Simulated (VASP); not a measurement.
# Be (P6_3/mmc) in VASP: vibrations by perturbation theory with PBE

Aim: the vibrations by perturbation theory of Be with PBE.

All numbers are computed with VASP 6.6.1; they aren't measurements. Logs are shortened: lines on timing, memory, paths and dates and some standing lists are left out, and cuts for length are marked.

## (1) The cell of the first run

It takes space group P6_3/mmc (No. 194, hexagonal). The conventional cell has a = 2.264 Å, b = 2.264 Å, c = 3.563 Å, α = 90.00°, β = 90.00°, γ = 120.00°. Within 2.9 Å of Be (site symmetry -6m2) lie 12 Be at 2.21 to 2.26 Å.

## (2) Vibrations by perturbation theory, PBE

INCAR reads:

```
SYSTEM = Be
ALGO = Fast
EDIFF = 1E-8
ENCUT = 520
GGA = PE
IBRION = 8
ISIF = 2
ISMEAR = -1
LASPH = .TRUE.
LCHARG = .TRUE.
LREAL = .FALSE.
LWAVE = .FALSE.
NELM = 80
NSW = 1
PREC = Accurate
SIGMA = 0.15
```

KPOINTS reads:

```
k-points
0
G
  30 30 16
  0 0 0
```

POSCAR reads:

```
Be
1.0
    2.2640434400      0.0000000000      0.0000000000
   -1.1320217200      1.9607191343      0.0000000000
    0.0000000000      0.0000000000      3.5634273916
Be
2
Direct
    0.6666666667      0.3333333333      0.7500000000
    0.3333333333      0.6666666667      0.2500000000
```

Potentials or basis: VASP PAW PBE potentials, release 64 (Be).

Command:

```sh
$ cat potpaw_PBE.64/Be/POTCAR > POTCAR
$ mpirun -np 1 vasp_std > vasp.out
```

OUTCAR:

```text
SYSTEM = Be
   EDIFF = 1E-8
   ENCUT = 520
   GGA = PE
   IBRION = 8
   ISIF = 2
   ISMEAR = -1
   LASPH = .TRUE.
   LREAL = .FALSE.
   NELM = 80
   NSW = 1
   PREC = Accurate

 ion  position               nearest neighbor table
   1  0.667  0.333  0.750-   2 2.21   2 2.21   2 2.21   2 2.21   2 2.21   2 2.21
   2  0.333  0.667  0.250-   1 2.21   1 2.21   1 2.21   1 2.21   1 2.21   1 2.21

  LATTYP: Found a hexagonal cell.
 ALAT       =     2.2640434400
 C/A-ratio  =     1.5739218288

  Lattice vectors:

 A1 = (   2.2640434400,   0.0000000000,   0.0000000000)
 A2 = (  -1.1320217200,   1.9607191343,   0.0000000000)
 A3 = (   0.0000000000,   0.0000000000,   3.5634273916)

Analysis of symmetry for initial positions (statically):
=====================================================================
 Subroutine PRICEL returns:
 Original cell was already a primitive cell.

 Routine SETGRP: Setting up the symmetry group for a
 hexagonal supercell.

 Subroutine GETGRP returns: Found 24 space group operations
 (whereof 12 operations were pure point group operations)
 out of a pool of 24 trial point group operations.

The static configuration has the point symmetry D_3d.
 The point group associated with its full space group is D_6h.

Analysis of symmetry for dynamics (positions and initial velocities):
=====================================================================
 Subroutine PRICEL returns:
 Original cell was already a primitive cell.

 Routine SETGRP: Setting up the symmetry group for a
 hexagonal supercell.

 Subroutine GETGRP returns: Found 24 space group operations
 (whereof 12 operations were pure point group operations)
 out of a pool of 24 trial point group operations.

The dynamic configuration has the point symmetry D_3d.
 The point group associated with its full space group is D_6h.

 Subroutine INISYM returns: Found 24 space group operations
 (whereof 12 operations are pure point group operations),
 and found     1 'primitive' translations

----------------------------------------------------------------------------------------

                                     Primitive cell

  volume of cell :      15.8186

  direct lattice vectors                    reciprocal lattice vectors
     2.264043440  0.000000000  0.000000000     0.441687638  0.255008477  0.000000000
    -1.132021720  1.960719134  0.000000000     0.000000000  0.510016954  0.000000000
     0.000000000  0.000000000  3.563427392     0.000000000  0.000000000  0.280628701

  length of vectors
     2.264043440  2.264043440  3.563427392     0.510016954  0.510016954  0.280628701

  position of ions in fractional coordinates (direct lattice)
     0.666666667  0.333333333  0.750000000
     0.333333333  0.666666667  0.250000000

  ion indices of the primitive-cell ions
   primitive index   ion index
                 1           1
                 2           2

----------------------------------------------------------------------------------------

 KPOINTS: k-points

Automatic generation of k-mesh.
 Grid dimensions read from file:
 generate k-points for:   30   30   16

 Generating k-lattice:

  Cartesian coordinates                     Fractional coordinates (reciprocal lattice)
     0.014722921  0.008500283  0.000000000     0.033333333  0.000000000  0.000000000
     0.000000000  0.017000565  0.000000000     0.000000000  0.033333333  0.000000000
     0.000000000  0.000000000  0.017539294     0.000000000  0.000000000  0.062500000

  Length of vectors
     0.017000565  0.017000565  0.017539294

  Shift w.r.t. Gamma in fractional coordinates (k-lattice)
     0.000000000  0.000000000  0.000000000

 Subroutine IBZKPT returns following result:
 ===========================================

 Found    819 irreducible k-points:

 Following reciprocal coordinates:
            Coordinates               Weight
  0.000000  0.000000  0.000000      1.000000
  0.033333 -0.000000  0.000000      6.000000
  0.066667  0.000000  0.000000      6.000000
  0.100000 -0.000000  0.000000      6.000000
  0.133333  0.000000  0.000000      6.000000
  0.166667 -0.000000  0.000000      6.000000
[... 16 lines left out ...]
  0.233333  0.033333  0.000000     12.000000
  0.266667  0.033333  0.000000     12.000000
 [... further k-points ...]
[... 17 lines left out ...]
   NELM   =     80;   NELMIN=  2; NELMDL= -5     # of ELM steps
   EDIFF  = 0.1E-07   stopping-criterion for ELM
   LREAL  =      F    real-space projection
   EDIFFG = 0.1E-06   stopping-criterion for IOM
   NSW    =      1    number of steps for IOM
   IBRION =      8    ionic relax: 0-MD 1-quasi-New 2-CG
   NFREE  =      0    steps in history (QN), initial steepest desc. (CG)
   ISIF   =      2    stress and relaxation
   ISYM   =      2    0-nonsym 1-usesym 2-fastsym
   POTIM  = 0.5000    time-step for ionic-motion
   TEBEG  =    0.0;   TEEND  =   0.0 temperature during run
   PSTRESS=    0.0 pullay stress
   NELECT =       4.0000    total number of electrons
   NUPDOWN=      -1.0000    fix difference up-down
   EMIN   =  10.00;   EMAX   =-10.00  energy-range for DOS
   EFERMI =   0.00;   METHOD = LEGACY
   ISMEAR =    -1;   SIGMA  =   0.15  broadening in eV -4-tet -1-fermi 0-gaus
   EFERMI_NEDOS =   21; number of points for ismear=-14 and -15
   IALGO  =     68    algorithm
   IMIX   =      4    mixing-type and parameters
     AMIX     =   0.40;   BMIX     =  1.00
     AMIX_MAG =   1.60;   BMIX_MAG =  1.00
  volume/ion in A,a.u.               =       7.91        53.37
  Fermi-wavevector in a.u.,A,eV,Ry     =   1.035235  1.956310 14.581511  1.071711
  Thomas-Fermi vector in A             =   2.169568
   LORBIT       =      0    0 simple, 1 ext, 2 COOP (PROOUT), +10 PAW based schemes
   GGA     = PE    functional components
   LHFCALC =     F    Hartree Fock is set to
   AEXX    =    0.0000 exact exchange contribution
   IVDW    =     0    specifies the selected vdW correction
   LEPSILON=     F    determine dielectric tensor
   LRPA    =     F    only Hartree local field effects (RPA)
 non-spin polarized calculation
 RMM-DIIS sequential band-by-band and
  energy-cutoff  :      520.00
  volume of cell :       15.82
 maximum number of plane-waves:       446
 NGX is ok and might be reduce to    18
   NGX =  9   NGY =  9   NGZ = 13

--------------------------------------- Ionic step        1  -------------------------------------------

 number of electron       4.0000000 magnetization

 Free energy of the ion-electron system (eV)
  ---------------------------------------------------
  ext. energy  EPLUGINS =         0.00000000
  ---------------------------------------------------
  free energy    TOTEN  =        -7.53957058 eV

  energy without entropy =       -7.53021428  energy(sigma->0) =       -7.53489243

 E-fermi :   7.0562     XC(G=0): -10.6043

 val. band max:        7.0537829390   @ k =   0.2333   0.2000   0.0625
 cond. band min:       7.0797852609   @ k =   0.3000   0.1667   0.0000
 fundamental gap:      0.0260023219
 Fermi energy:         7.0562221443

 k-point     1 :       0.0000    0.0000    0.0000
  band No.  band energies     occupation
      1      -4.3274      2.00000
      2       2.5862      2.00000
      3       8.1401      0.00145
      4      23.0039      0.00000
      5      23.0039      0.00000
      6      25.8528      0.00000
[... 199 lines left out ...]
 k-point    24 :       0.2667    0.0333    0.0000
  band No.  band energies     occupation
      1      -1.9936      2.00000
      2       5.6167      1.99986
      3       8.1751      0.00115
      4      14.1417      0.00000
      5      17.8287      0.00000
      6      21.4666      0.00000

 [... further k-points ...]

------------------------ aborting loop because EDIFF is reached ----------------------------------------

  FORCE on cell =-STRESS in cart. coord.  units (eV):
  Direction    XX          YY          ZZ          XY          YZ          ZX
  --------------------------------------------------------------------------------------
  -------------------------------------------------------------------------------------
  Total        0.0141180      0.0141180      0.0183878      0.0000000      0.0000000      0.0000000
  in kB        1.4299353      1.4299353      1.8624018      0.0000000      0.0000000      0.0000000
  external PRESSURE =       1.5740908 kB  Pullay stress =       0.0000000 kB

 VOLUME and BASIS-vectors are now :
 -----------------------------------------------------------------------------
  energy-cutoff  :      520.00
  volume of cell :       15.82
      direct lattice vectors                 reciprocal lattice vectors
     2.264043440  0.000000000  0.000000000     0.441687638  0.255008477  0.000000000
    -1.132021720  1.960719134  0.000000000     0.000000000  0.510016954  0.000000000
     0.000000000  0.000000000  3.563427392     0.000000000  0.000000000  0.280628701

 POSITION                                       TOTAL-FORCE (eV/Angst)
 -----------------------------------------------------------------------------------
      1.13202      0.65357      2.67257         0.000000     -0.000000      0.000000
     -0.00000      1.30715      0.89086        -0.000000      0.000000      0.000000
 -----------------------------------------------------------------------------------
    total drift:                                0.000000     -0.000000      0.000000

  FREE ENERGIE OF THE ION-ELECTRON SYSTEM (eV)
  ---------------------------------------------------
  free  energy   TOTEN  =        -7.5395705768 eV

  energy  without entropy=       -7.5302142796  energy(sigma->0) =       -7.53489243

[... ionic steps 2 to 3 ...]

--------------------------------------- Ionic step        4  -------------------------------------------

------------------------ aborting loop because EDIFF is reached ----------------------------------------

[... ionic steps 5 to 5 ...]

--------------------------------------- Ionic step        6  -------------------------------------------

 Free energy of the ion-electron system (eV)
  ---------------------------------------------------
  ---------------------------------------------------
  free energy    TOTEN  =        -0.01478040 eV

  energy without entropy =       -0.01478040

------------------------ aborting loop because EDIFF is reached ----------------------------------------

 INTERNAL STRAIN TENSOR  FOR ION    1  DIRECTION 3   (eV/Angst):
 -----------------------------------------------------------------------------
     0.00622  0.00000  0.00000
     0.00000  0.00622  0.00000
     0.00000  0.00000 -0.01249

 INTERNAL STRAIN TENSOR FOR ION    2 for displacements in x,y,z  (eV/Angst):
          X           Y           Z          XY          YZ          ZX
  --------------------------------------------------------------------------------
  x     0.00000     0.00000     0.00000    -2.30260     0.00000     0.00000
  y    -2.30260     2.30260     0.00000     0.00000     0.00000     0.00000
  z     0.00000    -0.00000     0.00000     0.00000     0.00000     0.00000

 SECOND DERIVATIVES (NOT SYMMETRIZED)
 ------------------------------------
               1X          1Y          1Z          2X          2Y          2Z
  1X    -3.624615    0.000000    0.000000    3.624615    0.000000    0.000000
  1Y     0.000000   -3.624615    0.000000    0.000000    3.624615    0.000000
  1Z     0.000000    0.000000   -8.003980   -0.000000   -0.000000    8.003980
  2X     3.624615    0.000000    0.000000   -3.624615    0.000000    0.000000
  2Y     0.000000    3.624615    0.000000    0.000000   -3.624615    0.000000
  2Z    -0.000000   -0.000000    8.003980    0.000000    0.000000   -8.003980

 Eigenvectors and eigenvalues of the dynamical matrix
 ----------------------------------------------------

   1 f  =   20.834546 THz   130.907315 2PiTHz  694.965659 cm-1    86.164721 meV
             X         Y         Z           dx          dy          dz
      1.132022  0.653573  2.672571    -0.000000    0.000000    0.707107
     -0.000000  1.307146  0.890857     0.000000   -0.000000   -0.707107
[... 16 lines left out ...]
   5 f  =    0.000000 THz     0.000000 2PiTHz    0.000000 cm-1     0.000000 meV
             X         Y         Z           dx          dy          dz
      1.132022  0.653573  2.672571     0.707107    0.000000    0.000000
     -0.000000  1.307146  0.890857     0.707107   -0.000000    0.000000

   6 f/i=    0.000000 THz     0.000001 2PiTHz    0.000005 cm-1     0.000001 meV
             X         Y         Z           dx          dy          dz
      1.132022  0.653573  2.672571     0.000000    0.371748    0.601501
     -0.000000  1.307146  0.890857     0.000000    0.371748    0.601501

--------------------------------------------------------------------------------------------------------

 ELASTIC MODULI CONTR FROM IONIC RELAXATION (kBar)
 Direction    XX          YY          ZZ          XY          YZ          ZX
 --------------------------------------------------------------------------------
 XX        -148.1548    148.1548     -0.0000      0.0000      0.0000      0.0000
 YY         148.1548   -148.1548      0.0000     -0.0000      0.0000      0.0000
 ZZ          -0.0000      0.0000     -0.0000      0.0000      0.0000      0.0000
 XY           0.0000     -0.0000      0.0000   -148.1548      0.0000      0.0000
 YZ           0.0000      0.0000      0.0000      0.0000      0.0000      0.0000
 ZX           0.0000      0.0000      0.0000      0.0000      0.0000      0.0000
 --------------------------------------------------------------------------------
```

Run time: 6 min. Hardware: 1 thread of Intel Xeon Platinum 8375C at 2.90GHz (Ice Lake), shared host; peak memory 0.84 GiB.

What came out:

* Highest phonon frequency at Γ: 695 cm⁻¹

Phonon frequencies in cm⁻¹ (negative: imaginary):
```tsv
q point	frequencies
(0.000, 0.000, 0.000)	0 0 0 468 468 695
```
